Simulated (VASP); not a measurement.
# BN (P6_3/mmc) in VASP: further runs

Runs on BN. Level: r2SCAN+D3(BJ). Tasks: relaxation of shape and atoms at fixed volume.

All numbers are computed with VASP 6.6.1; they aren't measurements. Logs are shortened: lines on timing, memory, paths and dates and some standing lists are left out, and cuts for length are marked.

## (1) The cell of the first run

It takes space group P6_3/mmc (No. 194, hexagonal). Conventional cell: a = 2.492 Å, b = 2.492 Å, c = 6.610 Å, α = 90.00°, β = 90.00°, γ = 120.00°. Within 1.9 Å of B (site symmetry -6m2) lie 3 N at 1.44 Å. Within 1.9 Å of N (site symmetry -6m2) lie 3 B at 1.44 Å.

## (2) Relaxation of shape and atoms at fixed volume, r2SCAN+D3(BJ) (8.89 Å³/atom)

The input, POSCAR:

```
BN
1.0
    2.4916672810      0.0000000000      0.0000000000
   -1.2458336405      2.1578471631      0.0000000000
    0.0000000000      0.0000000000      6.6104400599
B N
2 2
Direct
    0.3333333333      0.6666666667      0.2500000000
    0.6666666667      0.3333333333      0.7500000000
    0.3333333333      0.6666666667      0.7500000000
    0.6666666667      0.3333333333      0.2500000000
```

The input, INCAR.step1:

```
ALGO = Normal
EDIFF = 1E-5
EDIFFG = -0.005
ENCUT = 660
GGA = PE
GGA_COMPAT = False
IBRION = 2
ISIF = 3
ISMEAR = 0
LASPH = True
LCHARG = False
LREAL = False
LWAVE = True
NELM = 120
NELMIN = 4
NSW = 100
PREC = Accurate
SIGMA = 0.05
```

The input, INCAR.step2:

```
ALGO = Normal
EDIFF = 1E-7
EDIFFG = -0.01
ENCUT = 660
GGA_COMPAT = False
IBRION = 2
ISIF = 4
ISMEAR = 0
ISTART = 1
IVDW = 12
LASPH = True
LCHARG = False
LMIXTAU = True
LREAL = False
LWAVE = False
METAGGA = R2SCAN
NELM = 120
NELMIN = 4
NSW = 60
PREC = Accurate
SIGMA = 0.05
VDW_A1 = 0.49484001
VDW_A2 = 5.73083694
VDW_S6 = 1.0
VDW_S8 = 0.78981345
```

The input, KPOINTS:

```
k-points
0
Gamma
  10 10 4
```

Potentials or basis: VASP PAW PBE potentials, release 64 (B, N).

The run is started by

```console
> cat potpaw_PBE.64/B/POTCAR potpaw_PBE.64/N/POTCAR > POTCAR
> cp INCAR.step1 INCAR
> mpirun -np 1 vasp_std > vasp.out
> cp INCAR.step2 INCAR
> mpirun -np 1 vasp_std > vasp.out
```

OUTCAR:

```text
EDIFF = 1E-7
   EDIFFG = -0.01
   ENCUT = 660
   IBRION = 2
   ISIF = 4
   ISMEAR = 0
   ISTART = 1
   IVDW = 12
   LASPH = True
   LREAL = False
   METAGGA = R2SCAN
   NELM = 120
   NELMIN = 4
   NSW = 60
   PREC = Accurate
 IVDW          = 12

 ion  position               nearest neighbor table
   1  0.333  0.667  0.250-   4 1.44   4 1.44   4 1.44
   2  0.667  0.333  0.750-   3 1.44   3 1.44   3 1.44
   3  0.333  0.667  0.750-   2 1.44   2 1.44   2 1.44
   4  0.667  0.333  0.250-   1 1.44   1 1.44   1 1.44

  LATTYP: Found a hexagonal cell.
 ALAT       =     2.4916672810
 C/A-ratio  =     2.6530187679

  Lattice vectors:

 A1 = (   2.4916672810,   0.0000000000,   0.0000000000)
 A2 = (  -1.2458336405,   2.1578471631,   0.0000000000)
 A3 = (   0.0000000000,   0.0000000000,   6.6104400599)

Analysis of symmetry for initial positions (statically):
=====================================================================
 Subroutine PRICEL returns:
 Original cell was already a primitive cell.

 Routine SETGRP: Setting up the symmetry group for a
 hexagonal supercell.

 Subroutine GETGRP returns: Found 24 space group operations
 (whereof 12 operations were pure point group operations)
 out of a pool of 24 trial point group operations.

The static configuration has the point symmetry D_3d.
 The point group associated with its full space group is D_6h.

Analysis of symmetry for dynamics (positions and initial velocities):
=====================================================================
 Subroutine PRICEL returns:
 Original cell was already a primitive cell.

 Routine SETGRP: Setting up the symmetry group for a
 hexagonal supercell.

 Subroutine GETGRP returns: Found 24 space group operations
 (whereof 12 operations were pure point group operations)
 out of a pool of 24 trial point group operations.

The dynamic configuration has the point symmetry D_3d.
 The point group associated with its full space group is D_6h.

 Subroutine INISYM returns: Found 24 space group operations
 (whereof 12 operations are pure point group operations),
 and found     1 'primitive' translations

----------------------------------------------------------------------------------------

                                     Primitive cell

  volume of cell :      35.5419

  direct lattice vectors                    reciprocal lattice vectors
     2.491667281  0.000000000  0.000000000     0.401337694  0.231712425  0.000000000
    -1.245833640  2.157847163  0.000000000     0.000000000  0.463424851  0.000000000
     0.000000000  0.000000000  6.610440060     0.000000000  0.000000000  0.151275859

  length of vectors
     2.491667281  2.491667281  6.610440060     0.463424851  0.463424851  0.151275859

  position of ions in fractional coordinates (direct lattice)
     0.333333333  0.666666667  0.250000000
     0.666666667  0.333333333  0.750000000
     0.333333333  0.666666667  0.750000000
     0.666666667  0.333333333  0.250000000

  ion indices of the primitive-cell ions
   primitive index   ion index
                 1           1
                 2           2
                 3           3
                 4           4

----------------------------------------------------------------------------------------

 KPOINTS: k-points

Automatic generation of k-mesh.
 Grid dimensions read from file:
 generate k-points for:   10   10    4

 Generating k-lattice:

  Cartesian coordinates                     Fractional coordinates (reciprocal lattice)
     0.040133769  0.023171243  0.000000000     0.100000000  0.000000000  0.000000000
     0.000000000  0.046342485  0.000000000     0.000000000  0.100000000  0.000000000
     0.000000000  0.000000000  0.037818965     0.000000000  0.000000000  0.250000000

  Length of vectors
     0.046342485  0.046342485  0.037818965

  Shift w.r.t. Gamma in fractional coordinates (k-lattice)
     0.000000000  0.000000000  0.000000000

 Subroutine IBZKPT returns following result:
 ===========================================

 Found     42 irreducible k-points:

 Following reciprocal coordinates:
            Coordinates               Weight
  0.000000  0.000000  0.000000      1.000000
  0.100000  0.000000  0.000000      6.000000
  0.200000  0.000000  0.000000      6.000000
  0.300000 -0.000000  0.000000      6.000000
  0.400000  0.000000  0.000000      6.000000
  0.500000  0.000000  0.000000      3.000000
[... 16 lines left out ...]
  0.300000  0.100000  0.250000     24.000000
  0.400000  0.100000  0.250000     24.000000
 [... further k-points ...]
   k-points           NKPTS =     42   k-points in BZ     NKDIM =     42   number of bands    NBANDS=     12
   number of dos      NEDOS =    301   number of ions     NIONS =      4
   total plane-waves  NPLWV =  32256
   dimension x,y,z NGX =    24 NGY =   24 NGZ =   56
   dimension x,y,z NGXF=    48 NGYF=   48 NGZF=  112
   ions per type =               2   2
   NGX,Y,Z   is equivalent  to a cutoff of  16.01, 16.01, 14.08 a.u.
   NGXF,Y,Z  is equivalent  to a cutoff of  32.03, 32.03, 28.17 a.u.
 SYSTEM =  unknown system
   PREC   = accura    normal or accurate (medium, high low for compatibility)
   ISTART =      1    job   : 0-new  1-cont  2-samecut
   ICHARG =      0    charge: 1-file 2-atom 10-const
   ISPIN  =      1    spin polarized calculation?
   LNONCOLLINEAR =      F non collinear calculations
   LSORBIT =      F    spin-orbit coupling
   LASPH  =      T    aspherical Exc in radial PAW
   ENCUT  =  660.0 eV  48.51 Ry    6.96 a.u.   5.22  5.22 13.85*2*pi/ulx,y,z
   NELM   =    120;   NELMIN=  4; NELMDL=  0     # of ELM steps
   EDIFF  = 0.1E-06   stopping-criterion for ELM
   LREAL  =      F    real-space projection
   EDIFFG = -.1E-01   stopping-criterion for IOM
   NSW    =     60    number of steps for IOM
   IBRION =      2    ionic relax: 0-MD 1-quasi-New 2-CG
   NFREE  =      1    steps in history (QN), initial steepest desc. (CG)
   ISIF   =      4    stress and relaxation
   ISYM   =      2    0-nonsym 1-usesym 2-fastsym
   POTIM  = 0.5000    time-step for ionic-motion
   TEBEG  =    0.0;   TEEND  =   0.0 temperature during run
   PSTRESS=    0.0 pullay stress
   NELECT =      16.0000    total number of electrons
   NUPDOWN=      -1.0000    fix difference up-down
   EMIN   =  10.00;   EMAX   =-10.00  energy-range for DOS
   EFERMI =   0.00;   METHOD = LEGACY
   ISMEAR =     0;   SIGMA  =   0.05  broadening in eV -4-tet -1-fermi 0-gaus
   EFERMI_NEDOS =   21; number of points for ismear=-14 and -15
   IALGO  =     38    algorithm
   IMIX   =      4    mixing-type and parameters
     AMIX     =   0.40;   BMIX     =  1.00
     AMIX_MAG =   1.60;   BMIX_MAG =  1.00
  volume/ion in A,a.u.               =       8.89        59.96
  Fermi-wavevector in a.u.,A,eV,Ry     =   1.254684  2.371009 21.418736  1.574233
  Thomas-Fermi vector in A             =   2.388477
   LORBIT       =      0    0 simple, 1 ext, 2 COOP (PROOUT), +10 PAW based schemes
   METAGGA = R2SCAN    functional components
   LHFCALC =     F    Hartree Fock is set to
   AEXX    =    0.0000 exact exchange contribution
   IVDW    =    12    specifies the selected vdW correction
   LEPSILON=     F    determine dielectric tensor
   LRPA    =     F    only Hartree local field effects (RPA)
 conjugate gradient relaxation of ions
 non-spin polarized calculation
 Gauss-broadening in eV      SIGMA  =   0.05
  energy-cutoff  :      660.00
  volume of cell :       35.54
 maximum number of plane-waves:      1400
 NGX is ok and might be reduce to    24
   NGX = 11   NGY = 11   NGZ = 27

--------------------------------------- Ionic step        1  -------------------------------------------

 number of electron      15.9999998 magnetization

 Free energy of the ion-electron system (eV)
  ---------------------------------------------------
  ext. energy  EPLUGINS =         0.00000000
  ---------------------------------------------------
  free energy    TOTEN  =       -38.59130956 eV

  energy without entropy =      -38.59130956  energy(sigma->0) =      -38.59130956

------------------------ aborting loop because EDIFF is reached ----------------------------------------

 Edisp (eV)   -0.27835

 E8    (eV) :    -0.0604

  FORCE on cell =-STRESS in cart. coord.  units (eV):
  Direction    XX          YY          ZZ          XY          YZ          ZX
  --------------------------------------------------------------------------------------
  -------------------------------------------------------------------------------------
  Total       0.82414     0.82414    -0.08192     0.00000    -0.00000     0.00000
  in kB      37.15106    37.15106    -3.69302     0.00000    -0.00000     0.00000
  external pressure =       23.54 kB  Pullay stress =        0.00 kB
[... 65 lines left out ...]
  energy  without entropy=      -38.8726927236  energy(sigma->0) =      -38.87269272

--------------------------------------- Ionic step        3  -------------------------------------------

 number of electron      15.9999999 magnetization

 Free energy of the ion-electron system (eV)
  ---------------------------------------------------
  ext. energy  EPLUGINS =         0.00000000
  ---------------------------------------------------
  free energy    TOTEN  =       -38.59428021 eV

  energy without entropy =      -38.59428021  energy(sigma->0) =      -38.59428021

 E-fermi :   2.4384     XC(G=0): -10.8254

 val. band max:        2.1763462235   @ k =   0.3000   0.3000   0.0000
 cond. band min:       6.9920220032   @ k =   0.5000   0.0000   0.0000
 fundamental gap:      4.8156757797
 Fermi energy:         2.4384168137

 k-point     1 :       0.0000    0.0000    0.0000
  band No.  band energies     occupation
      1     -16.7083      2.00000
      2     -16.3919      2.00000
      3      -4.3221      2.00000
      4      -2.0160      2.00000
      5       0.7761      2.00000
      6       0.7761      2.00000
      7       0.8196      2.00000
      8       0.8196      2.00000
      9       7.8465      0.00000
     10      13.3807      0.00000
     11      14.4535      0.00000
     12      14.4535      0.00000
[... 331 lines left out ...]
 k-point    24 :       0.4000    0.1000    0.2500
  band No.  band energies     occupation
      1     -13.4398      2.00000
      2     -13.3598      2.00000
      3      -6.8100      2.00000
      4      -6.7497      2.00000
      5      -2.6864      2.00000
      6      -2.6285      2.00000
      7       0.6916      2.00000
      8       1.5507      2.00000
      9       7.4687      0.00000
     10       8.3966      0.00000
     11      13.2479      0.00000
     12      13.7362      0.00000

 [... further k-points ...]

------------------------ aborting loop because EDIFF is reached ----------------------------------------

 Edisp (eV)   -0.27843

 E8    (eV) :    -0.0604

  FORCE on cell =-STRESS in cart. coord.  units (eV):
  Direction    XX          YY          ZZ          XY          YZ          ZX
  --------------------------------------------------------------------------------------
  -------------------------------------------------------------------------------------
  Total      -0.02969    -0.02969    -0.03072     0.00000    -0.00000     0.00000
  in kB      -1.33826    -1.33826    -1.38482     0.00000    -0.00000     0.00000
  external pressure =       -1.35 kB  Pullay stress =        0.00 kB
[... 19 lines left out ...]
  FREE ENERGIE OF THE ION-ELECTRON SYSTEM (eV)
  ---------------------------------------------------
  free  energy   TOTEN  =       -38.8727117127 eV

  energy  without entropy=      -38.8727117127  energy(sigma->0) =      -38.87271171

 reached required accuracy - stopping structural energy minimisation
```

It took 3.2 min on 1 thread of Intel Xeon 6975P-C (Granite Rapids), shared host; peak memory 0.19 GiB.

Results:

| Item | Value |
| --- | --- |
| Free energy | -38.8727 eV |
| Energy gained by relaxing | 0.8 meV/atom |
| Ionic steps | 3 |
| Pressure after relaxing | -0.1 GPa |
| Band gap on the k mesh | 4.82 eV (least direct gap 5.28 eV) |
| Dispersion energy per atom | -0.070 eV |

The path:
| step | energy change (eV) | largest force (eV/Å) | pressure (GPa) | volume (Å³) |
| --- | --- | --- | --- | --- |
| 1 | 0.0000 | 0.0000 | 2.35 | 35.54 |
| 2 | -0.0030 | 0.0000 | -0.32 | 35.54 |
| 3 | -0.0030 | 0.0000 | -0.14 | 35.54 |

Final structure:
```xyz
4
Lattice="2.5001 0.0000 0.0000 -1.2501 2.1652 0.0000 0.0000 0.0000 6.5658" Properties=species:S:1:pos:R:3 pbc="T T T"
B     0.0000    1.4434    1.6414
B     1.2501    0.7217    4.9243
N     0.0000    1.4434    4.9243
N     1.2501    0.7217    1.6414
```

Levels at points of the mesh, in eV from the valence-band top:
```tsv
k point	band 5	band 6	band 7	band 8	band 9	band 10	band 11	band 12
(0.00, 0.00, 0.00)	-1.40	-1.40	-1.36	-1.36	5.67	11.20	12.28	12.28
(0.50, 0.00, 0.00)	-4.35	-4.27	-1.54	-0.46	4.82	6.35	10.22	10.65
(0.00, 0.00, 0.50)	-1.38	-1.38	-1.38	-1.38	8.24	8.24	12.35	12.35
(0.50, 0.00, 0.50)	-4.31	-4.31	-0.97	-0.97	5.30	5.30	10.64	10.64
```

Caveat: the PAW data sets were made with another functional, which shifts forces and pressure a little. r2SCAN opens gaps a little over a GGA but as a rule still falls short of measured ones.

## (3) Relaxation of shape and atoms at fixed volume, r2SCAN+D3(BJ) (9.24 Å³/atom)

This run uses another cell than the first one, of 9.24 Å³/atom.

The input, POSCAR:

```
BN
1.0
    2.5310692158      0.0000000000      0.0000000000
   -1.2655346079      2.1919702396      0.0000000000
    0.0000000000      0.0000000000      6.6624776655
B N
2 2
Direct
    0.3333333333      0.6666666667      0.2500000000
    0.6666666667      0.3333333333      0.7500000000
    0.3333333333      0.6666666667      0.7500000000
    0.6666666667      0.3333333333      0.2500000000
```

The input, INCAR.step1:

```
  PREC = Accurate
  ENCUT = 660
  ISMEAR = 0
  SIGMA = 0.05
  LREAL = False
  LASPH = True
  NELM = 120
  GGA = PE
  ALGO = Normal
  EDIFF = 1E-5
  LWAVE = True
  LCHARG = False
  GGA_COMPAT = False
  IBRION = 2
  ISIF = 3
  EDIFFG = -0.005
  NELMIN = 4
  NSW = 100
```

The input, INCAR.step2:

```
  PREC = Accurate
  ENCUT = 660
  EDIFF = 1E-7
  ISMEAR = 0
  SIGMA = 0.05
  LREAL = False
  LASPH = True
  NELM = 120
  ALGO = Normal
  ISIF = 4
  LWAVE = False
  LCHARG = False
  METAGGA = R2SCAN
  LMIXTAU = True
  IVDW = 12
  IBRION = 2
  NSW = 60
  EDIFFG = -0.01
  VDW_S6 = 1.0
  VDW_S8 = 0.78981345
  VDW_A1 = 0.49484001
  VDW_A2 = 5.73083694
  ISTART = 1
  GGA_COMPAT = False
  NELMIN = 4
```

The input, KPOINTS:

```
Automatic mesh
0
Gamma
  10 10 4
```

Potentials or basis: VASP PAW PBE potentials, release 64 (B, N).

The run is started by

```console
> cat potpaw_PBE.64/B/POTCAR potpaw_PBE.64/N/POTCAR > POTCAR
> cp INCAR.step1 INCAR
> mpirun -np 1 vasp_std > vasp.out
> cp INCAR.step2 INCAR
> mpirun -np 1 vasp_std > vasp.out
```

Wall time 3.3 min (1 thread of Intel Xeon 6975P-C (Granite Rapids), shared host); peak memory 0.2 GiB.

Results (log left out):

```
Free energy                : -38.8682 eV
Energy gained by relaxing  : 8.2 meV/atom
Ionic steps                : 2
Pressure after relaxing    : -1.0 GPa
Band gap on the k mesh     : 4.89 eV (least direct gap 5.39 eV)
Dispersion energy per atom : -0.067 eV
```

Stress tensor (GPa, compression positive):
```
-0.97  0.00  0.00
 0.00 -0.97  0.00
 0.00  0.00 -1.18
```

Step by step:
| step | energy change (eV) | largest force (eV/Å) | pressure (GPa) | volume (Å³) |
| --- | --- | --- | --- | --- |
| 1 | 0.0000 | 0.0000 | -8.90 | 36.96 |
| 2 | -0.0328 | 0.0000 | -1.04 | 36.96 |

Final structure:
```xyz
4
Lattice="2.5021 0.0000 0.0000 -1.2511 2.1669 0.0000 0.0000 0.0000 6.8175" Properties=species:S:1:pos:R:3 pbc="T T T"
B     0.0000    1.4446    1.7044
B     1.2511    0.7223    5.1131
N     0.0000    1.4446    5.1131
N     1.2511    0.7223    1.7044
```

Levels at points of the mesh, in eV from the valence-band top:
| k point | band 6 | band 7 | band 8 | band 9 | band 10 | band 11 |
| --- | --- | --- | --- | --- | --- | --- |
| (0.00, 0.00, 0.00) | -1.38 | -1.35 | -1.35 | 5.43 | 10.70 | 12.30 |
| (0.50, 0.00, 0.00) | -4.26 | -1.39 | -0.52 | 4.89 | 6.20 | 10.18 |
| (0.00, 0.00, 0.50) | -1.36 | -1.36 | -1.36 | 7.77 | 7.77 | 12.35 |
| (0.50, 0.00, 0.50) | -4.29 | -0.94 | -0.94 | 5.33 | 5.33 | 10.61 |

Caveat: the PAW data sets were made with another functional, which shifts forces and pressure a little.
